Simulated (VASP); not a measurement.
A run of VASP 6.6.1 is set up as follows.

File INCAR:

```
SYSTEM = BAs
PREC = Accurate
ENCUT = 600
EDIFF = 1E-6
ISMEAR = 0
SIGMA = 0.01
LREAL = .False.
LASPH = .True.
NELM = 60
ALGO = Normal
ISIF = 3
LWAVE = .False.
LCHARG = .False.
GGA = PE
IBRION = 2
NSW = 80
EDIFFG = -0.01
PSTRESS = 50.0
```

Contents of KPOINTS:

```
Automatic mesh
0
Gamma
  9 9 9
  0 0 0
```

File POSCAR:

```
BAs
1.0
    0.0000000000      2.3885000000      2.3885000000
    2.3885000000      0.0000000000      2.3885000000
    2.3885000000      2.3885000000      0.0000000000
B As
1 1
Direct
    0.0000000000      0.0000000000      0.0000000000
    0.2500000000      0.2500000000      0.2500000000
```

Potentials or basis: VASP PAW PBE potentials, release 64 (B, As).

Run with:

```console
$ cat potpaw_PBE.64/B/POTCAR potpaw_PBE.64/As/POTCAR > POTCAR
$ mpirun -np 1 vasp_std > vasp.out
```

Problem. Estimate the space group after relaxing (to 0.05 Å).

Solution. F-43m (No. 216).

Problem. Predict the relaxed cell.

Solution. a = 3.366 Å, b = 3.366 Å, c = 3.366 Å, α = 60.00°, β = 60.00°, γ = 60.00°.

Problem. What does it give for the relaxed volume?

Solution. 13.48 Å³/atom.

Step by step:
| step | energy change (eV) | largest force (eV/Å) | pressure (GPa) | volume (Å³) |
| --- | --- | --- | --- | --- |
| 1 | 0.0000 | 0.0000 | 3.42 | 27.25 |
| 2 | 0.0160 | 0.0000 | 6.39 | 26.72 |
| 3 | 0.0076 | 0.0000 | 5.01 | 26.96 |

Caveat: the cell is relaxed towards a set pressure, so the enthalpy falls and the energy may rise.
